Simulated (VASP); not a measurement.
AgCl, 4 atoms in the cell. It takes space group Pmma (No. 51, orthorhombic). Conventional cell: a = 6.662 Å, b = 3.331 Å, c = 3.564 Å, α = 90.00°, β = 90.00°, γ = 90.00°. Ag (site symmetry 2/m) has 8 Cl at 2.62 to 3.38 Å and 6 Ag at 3.33 to 3.56 Å within 3.6 Å. Cl (site symmetry mm2) has 8 Ag at 2.62 to 3.38 Å and 6 Cl at 3.33 to 3.57 Å within 3.6 Å.  This cell differs from its parent crystal: atoms displaced along a vibrational mode, the cell strained.

* Program: VASP 6.6.1
* Task: single point
* Functional: PBEsol
* Potentials or basis: VASP PAW PBE potentials, release 64 (Ag, Cl)
* Cutoff: 520 eV
* k mesh: 10 × 10 × 6
* Occupations: gaussian, width 0.05 eV
* Spin: no spin polarisation
* Dipole correction: no
* Further INCAR settings: ALGO = Normal; EDIFF = 1e-07; NBANDS = 26

Potentials or basis: VASP PAW PBE potentials, release 64 (Ag, Cl).

The run is started by

```console
$ cat potpaw_PBE.64/Ag/POTCAR potpaw_PBE.64/Cl/POTCAR > POTCAR
$ mpirun -np 1 vasp_std > vasp.out
```

Hardware: 1 thread of Intel(R) Xeon(R) 6975P-C (Granite Rapids), with other jobs on the host.

Question: Estimate the wall time of this run.

Answer: Wall time 110 s on 1 thread of Intel(R) Xeon(R) 6975P-C (Granite Rapids) (shared host), peak memory 0.37 GiB. Counts: scf iterations 13, k points 144.
